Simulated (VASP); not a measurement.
# H22CO11 in VASP: single point with r2SCAN+D3(BJ)

Aim: the single point of H22CO11 with r2SCAN+D3(BJ).

Everything below comes from runs of VASP 6.6.1. Logs are shortened: lines on timing, memory, paths and dates and some standing lists are left out, and cuts for length are marked.

**1. The cell of the first run**

The cell holds an amorphous packing of atoms, 34 atoms: a = 6.875 Å, b = 6.875 Å, c = 6.875 Å, α = 90.00°, β = 90.00°, γ = 90.00°.

**2. Single point, r2SCAN+D3(BJ)**

File POSCAR:

```
H22CO11
1.0
    6.8746390000      0.0000000000      0.0000000000
    0.0000000000      6.8746390000      0.0000000000
    0.0000000000      0.0000000000      6.8746390000
O H C
11 22 1
Direct
    0.4509957781      0.1751635257      0.3288184379
    0.0969085355      0.4380213037      0.5543799311
    0.8507220050      0.7105033451      0.7059950521
    0.7736231591     -0.0082271588      0.1761731852
    0.4286695957      0.8003726803      0.0459497348
    0.6330178660      0.5192097330      0.3095848959
    0.2661016260      0.7731850189      0.4226656388
   -0.0149437676      0.6475103872      0.1546047166
    0.9554277266      0.2919128867      0.9636642570
    0.1524744868     -0.0322913112      0.7939280868
    0.5452731043      0.3401967591      0.8987097081
    0.3285333471      0.1883425767      0.2617525887
    0.5153028550      0.3024886977      0.3122909167
    0.1119550557      0.3265795245      0.6379342873
   -0.0025878128      0.5192500051      0.6177068631
    0.7895710016      0.7679287801      0.5939240732
    0.9505028698      0.8045765782      0.7458999018
    0.6599285428      0.0486160490      0.2409962517
    0.8440295697      0.1025162071      0.1224158982
    0.5477031615      0.8766625007      0.0412511346
    0.3820134759      0.8163707485      0.1789304722
    0.7708406979      0.5316409011      0.2763992908
    0.5681413887      0.5833817137      0.2016293783
    0.2435261588      0.8715490754      0.5215892899
    0.2438998230      0.6480941636      0.4864539655
   -0.0949550904      0.7630160001      0.1339141105
    0.0813735932      0.6908677391      0.2492553715
    0.9864134961      0.4181903840      1.0221186872
    0.8247621163      0.3102274545      0.9149919378
    0.2494627496     -0.0872018466      0.8824110525
    0.0999281609      0.0811958580      0.8603152582
    0.4648719428      0.5822489601      0.7540198627
    0.4794400705      0.3456973186      0.6135451866
    0.4946131107      0.4237024411      0.7520334766
```

File INCAR.step1:

```
PREC = Accurate
ENCUT = 520
ISMEAR = -1
SIGMA = 0.02
LREAL = Auto
LASPH = True
NELM = 60
NBANDS = 69
GGA = PE
ALGO = Normal
EDIFF = 1E-4
LWAVE = True
LCHARG = False
```

File INCAR.step2:

```
PREC = Accurate
ENCUT = 520
EDIFF = 1E-6
ISMEAR = -1
SIGMA = 0.02
LREAL = Auto
LASPH = True
NELM = 60
ALGO = Normal
ISIF = 2
LWAVE = False
LCHARG = False
METAGGA = R2SCAN
LMIXTAU = True
IVDW = 12
VDW_S6 = 1.0
VDW_S8 = 0.78981345
VDW_A1 = 0.49484001
VDW_A2 = 5.73083694
NBANDS = 69
ISTART = 1
```

File KPOINTS:

```
Automatic mesh
0
Gamma
  1 1 1
```

Potentials or basis: VASP PAW PBE potentials, release 64 (O, H, C).

Command:

```sh
> cat potpaw_PBE.64/O/POTCAR potpaw_PBE.64/H/POTCAR potpaw_PBE.64/C/POTCAR > POTCAR
> cp INCAR.step1 INCAR
> mpirun -np 1 vasp_gam > vasp.out
> cp INCAR.step2 INCAR
> mpirun -np 1 vasp_gam > vasp.out
```

OUTCAR:

```text
PREC = Accurate
   ENCUT = 520
   EDIFF = 1E-6
   ISMEAR = -1
   LREAL = Auto
   LASPH = True
   NELM = 60
   ISIF = 2
   METAGGA = R2SCAN
   IVDW = 12
   ISTART = 1
 IVDW          = 12

 ion  position               nearest neighbor table
   1  0.451  0.175  0.329-  12 0.96  13 0.99
   2  0.097  0.438  0.554-  14 0.96  15 0.98
   3  0.851  0.711  0.706-  16 0.96  17 0.98
   4  0.774  0.992  0.176-  19 0.97  18 0.98
   5  0.429  0.800  0.046-  20 0.97  21 0.98
   6  0.633  0.519  0.310-  23 0.97  22 0.98
   7  0.266  0.773  0.423-  24 0.97  25 0.98
   8  0.985  0.648  0.155-  27 0.98  26 0.98
   9  0.955  0.292  0.964-  29 0.97  28 0.98
  10  0.152  0.968  0.794-  31 0.97  30 0.98
  11  0.545  0.340  0.899-  34 1.21
  12  0.329  0.188  0.262-   1 0.96
  13  0.515  0.302  0.312-   1 0.99
  14  0.112  0.327  0.638-   2 0.96
  15  0.997  0.519  0.618-   2 0.98
  16  0.790  0.768  0.594-   3 0.96
[... 15 lines left out ...]
  32  0.465  0.582  0.754-  34 1.11
  33  0.479  0.346  0.614-  34 1.10
  34  0.495  0.424  0.752-  33 1.10  32 1.11  11 1.21

  LATTYP: Found a simple cubic cell.
 ALAT       =     6.8746390000

  Lattice vectors:

 A1 = (   6.8746390000,   0.0000000000,   0.0000000000)
 A2 = (   0.0000000000,   6.8746390000,   0.0000000000)
 A3 = (   0.0000000000,   0.0000000000,   6.8746390000)

Analysis of symmetry for initial positions (statically):
=====================================================================
 Subroutine PRICEL returns:
 Original cell was already a primitive cell.

 Routine SETGRP: Setting up the symmetry group for a
 simple cubic supercell.

 Subroutine GETGRP returns: Found  1 space group operations
 (whereof  1 operations were pure point group operations)
 out of a pool of 48 trial point group operations.

The static configuration has the point symmetry C_1 .

Analysis of symmetry for dynamics (positions and initial velocities):
=====================================================================
 Subroutine PRICEL returns:
 Original cell was already a primitive cell.

 Routine SETGRP: Setting up the symmetry group for a
 simple cubic supercell.

 Subroutine GETGRP returns: Found  1 space group operations
 (whereof  1 operations were pure point group operations)
 out of a pool of 48 trial point group operations.

The dynamic configuration has the point symmetry C_1 .

 Subroutine INISYM returns: Found  1 space group operations
[... 140 lines left out ...]
   NSW    =      0    number of steps for IOM
   IBRION =     -1    ionic relax: 0-MD 1-quasi-New 2-CG
   NFREE  =      0    steps in history (QN), initial steepest desc. (CG)
   ISIF   =      2    stress and relaxation
   ISYM   =      2    0-nonsym 1-usesym 2-fastsym
   POTIM  = 0.5000    time-step for ionic-motion
   TEBEG  =    0.0;   TEEND  =   0.0 temperature during run
   PSTRESS=    0.0 pullay stress
   NELECT =      92.0000    total number of electrons
   NUPDOWN=      -1.0000    fix difference up-down
   EMIN   =  10.00;   EMAX   =-10.00  energy-range for DOS
   EFERMI =   0.00;   METHOD = LEGACY
   ISMEAR =    -1;   SIGMA  =   0.02  broadening in eV -4-tet -1-fermi 0-gaus
   EFERMI_NEDOS =   21; number of points for ismear=-14 and -15
   IALGO  =     38    algorithm
   IMIX   =      4    mixing-type and parameters
     AMIX     =   0.40;   BMIX     =  1.00
     AMIX_MAG =   1.60;   BMIX_MAG =  1.00
  volume/ion in A,a.u.               =       9.56        64.49
  Fermi-wavevector in a.u.,A,eV,Ry     =   1.075031  2.031513 15.724131  1.155691
  Thomas-Fermi vector in A             =   2.210876
   LORBIT       =      0    0 simple, 1 ext, 2 COOP (PROOUT), +10 PAW based schemes
   METAGGA = R2SCAN    functional components
   LHFCALC =     F    Hartree Fock is set to
   AEXX    =    0.0000 exact exchange contribution
   IVDW    =    12    specifies the selected vdW correction
   LEPSILON=     F    determine dielectric tensor
   LRPA    =     F    only Hartree local field effects (RPA)
 non-spin polarized calculation
  energy-cutoff  :      520.00
  volume of cell :      324.90
 maximum number of plane-waves:      4367
 NGX is ok and might be reduce to    50
   NGX = 25   NGY = 25   NGZ = 25

 number of electron      91.9999993 magnetization

 Free energy of the ion-electron system (eV)
  ---------------------------------------------------
  ext. energy  EPLUGINS =         0.00000000
  ---------------------------------------------------
  free energy    TOTEN  =      -182.36969007 eV

  energy without entropy =     -182.36969007  energy(sigma->0) =     -182.36969007

 E-fermi :  -2.4589     XC(G=0):  -7.4316

 val. band max:       -2.9931472509   @ k =   0.0000   0.0000   0.0000
 cond. band min:       1.1587103336   @ k =   0.0000   0.0000   0.0000
 fundamental gap:      4.1518575845
 Fermi energy:        -2.4588873050

 k-point     1 :       0.0000    0.0000    0.0000
  band No.  band energies     occupation
      1     -24.7155      2.00000
      2     -23.9142      2.00000
      3     -23.6425      2.00000
      4     -23.5323      2.00000
      5     -23.4191      2.00000
      6     -23.3535      2.00000
[... 50 lines left out ...]
     57       6.9531      0.00000
     58       7.2587      0.00000
 [bands above 58 left out]

------------------------ aborting loop because EDIFF is reached ----------------------------------------

 Edisp (eV)   -0.63231

 E8    (eV) :    -0.0931

  FORCE on cell =-STRESS in cart. coord.  units (eV):
  Direction    XX          YY          ZZ          XY          YZ          ZX
  --------------------------------------------------------------------------------------
  -------------------------------------------------------------------------------------
  Total      -0.67876    -1.38356    -0.19221    -0.13052    -0.80227     0.75737
  in kB      -3.34715    -6.82273    -0.94783    -0.64361    -3.95622     3.73483
  external pressure =       -3.71 kB  Pullay stress =        0.00 kB

 VOLUME and BASIS-vectors are now :
 -----------------------------------------------------------------------------
  energy-cutoff  :      520.00
  volume of cell :      324.90
      direct lattice vectors                 reciprocal lattice vectors
     6.874639000  0.000000000  0.000000000     0.145462184  0.000000000  0.000000000
     0.000000000  6.874639000  0.000000000     0.000000000  0.145462184  0.000000000
     0.000000000  0.000000000  6.874639000     0.000000000  0.000000000  0.145462184

 POSITION                                       TOTAL-FORCE (eV/Angst)
 -----------------------------------------------------------------------------------
      3.10043      1.20419      2.26051         0.007474     -0.055102      0.033407
      0.66621      3.01124      3.81116         0.074079      0.048045     -0.054767
      5.84841      4.88445      4.85346         0.092347     -0.067424      0.074617
      5.31838      6.81808      1.21113         0.005522     -0.046285     -0.044466
      2.94695      5.50227      0.31589        -0.074199      0.021852     -0.088041
      4.35177      3.56938      2.12828         0.044230     -0.079227      0.056540
[... 26 lines left out ...]
      3.29598      2.37654      4.21790        -0.016941     -0.015256     -0.089540
      3.40029      2.91280      5.16996        -0.072735      0.578802     -0.449930
 -----------------------------------------------------------------------------------
    total drift:                               -0.010778      0.003411      0.000939

  FREE ENERGIE OF THE ION-ELECTRON SYSTEM (eV)
  ---------------------------------------------------
  free  energy   TOTEN  =      -183.0020041263 eV

  energy  without entropy=     -183.0020041263  energy(sigma->0) =     -183.00200413
```

OUTCAR.step1:

```text
PREC = Accurate
   ENCUT = 520
   ISMEAR = -1
   LREAL = Auto
   LASPH = True
[... 357 lines left out ...]
      2.94695      5.50227      0.31589        -0.273238     -0.244286     -0.470959
      4.35177      3.56938      2.12828        -0.173347     -0.290691      0.446113
[... 26 lines left out ...]
      3.29598      2.37654      4.21790        -0.031877     -0.114241     -0.279560
      3.40029      2.91280      5.16996        -0.169744      0.707557     -0.683478
 -----------------------------------------------------------------------------------
    total drift:                               -0.004030     -0.001884      0.002384

  FREE ENERGIE OF THE ION-ELECTRON SYSTEM (eV)
  ---------------------------------------------------
  free  energy   TOTEN  =      -168.7157565780 eV

  energy  without entropy=     -168.7157565780  energy(sigma->0) =     -168.71575658
```

OSZICAR.step1:

```text
N       E                     dE             d eps       ncg     rms          rms(c)
DAV:   1     0.717348004611E+03    0.71735E+03   -0.51993E+04   146   0.125E+03
DAV:   2    -0.117260663846E+03   -0.83461E+03   -0.80437E+03   183   0.302E+02
DAV:   3    -0.184075441139E+03   -0.66815E+02   -0.66401E+02   172   0.923E+01
DAV:   4    -0.185071341220E+03   -0.99590E+00   -0.99357E+00   172   0.125E+01
DAV:   5    -0.185086774357E+03   -0.15433E-01   -0.15425E-01   172   0.152E+00    0.252E+01
DAV:   6    -0.169339739817E+03    0.15747E+02   -0.48676E+01   156   0.263E+01    0.987E+00
DAV:   7    -0.168914439608E+03    0.42530E+00   -0.19588E+00   172   0.508E+00    0.609E+00
DAV:   8    -0.168712621083E+03    0.20182E+00   -0.58288E-01   164   0.334E+00    0.824E-01
DAV:   9    -0.168709587863E+03    0.30332E-02   -0.46312E-02   164   0.972E-01    0.384E-01
DAV:  10    -0.168715279285E+03   -0.56914E-02   -0.24367E-02   148   0.614E-01    0.229E-01
DAV:  11    -0.168715373165E+03   -0.93880E-04   -0.29915E-03   172   0.285E-01    0.925E-02
DAV:  12    -0.168715774813E+03   -0.40165E-03   -0.11943E-03   148   0.190E-01    0.379E-02
DAV:  13    -0.168715756578E+03    0.18235E-04   -0.13725E-04   124   0.635E-02
   1 F= -.16871576E+03 E0= -.16871576E+03  d E =-.154668E-10
```

Run time: 2.5 min. Hardware: 1 thread of Intel Xeon Platinum 8375C at 2.90GHz (Ice Lake), shared host; peak memory 0.43 GiB.

What came out:

* Free energy: -183.0020 eV
* Pressure: -0.4 GPa
* Largest force: 0.737 eV/Å
* Band gap on the k mesh: 4.15 eV
* Dispersion energy per atom: -0.019 eV

Forces in eV/Å, atoms in the order of the input:
```
O    0.007 -0.055  0.033
O    0.074  0.048 -0.055
O    0.092 -0.067  0.075
O    0.006 -0.046 -0.044
O   -0.074  0.022 -0.088
O    0.044 -0.079  0.057
O   -0.025  0.083 -0.089
O   -0.070 -0.113 -0.084
O    0.164 -0.107  0.020
O   -0.137  0.031 -0.150
O    0.225 -0.317  0.532
H   -0.013 -0.070 -0.036
H    0.132  0.157  0.022
H    0.041 -0.101  0.041
H   -0.099  0.102  0.013
H   -0.198 -0.006 -0.215
H    0.103  0.043  0.101
H   -0.104  0.018  0.074
H    0.061  0.011 -0.066
H    0.167  0.039 -0.047
H   -0.139 -0.032  0.181
H    0.066 -0.021  0.035
H   -0.106  0.059 -0.087
H   -0.007  0.037  0.002
H   -0.008 -0.147  0.046
H   -0.061  0.081 -0.027
H    0.086  0.005  0.088
H    0.090  0.140  0.131
H   -0.267 -0.041 -0.107
H    0.206 -0.189  0.168
H   -0.093  0.118  0.012
H   -0.074 -0.164  0.004
H   -0.017 -0.015 -0.090
C   -0.073  0.579 -0.450
```

Stress tensor (GPa, compression positive):
```
-0.33 -0.06  0.37
-0.06 -0.68 -0.40
 0.37 -0.40 -0.09
```

Caveat: the k points lie up to 0.91 Å⁻¹ apart; the PAW data sets were made with another functional, which shifts forces and pressure a little.
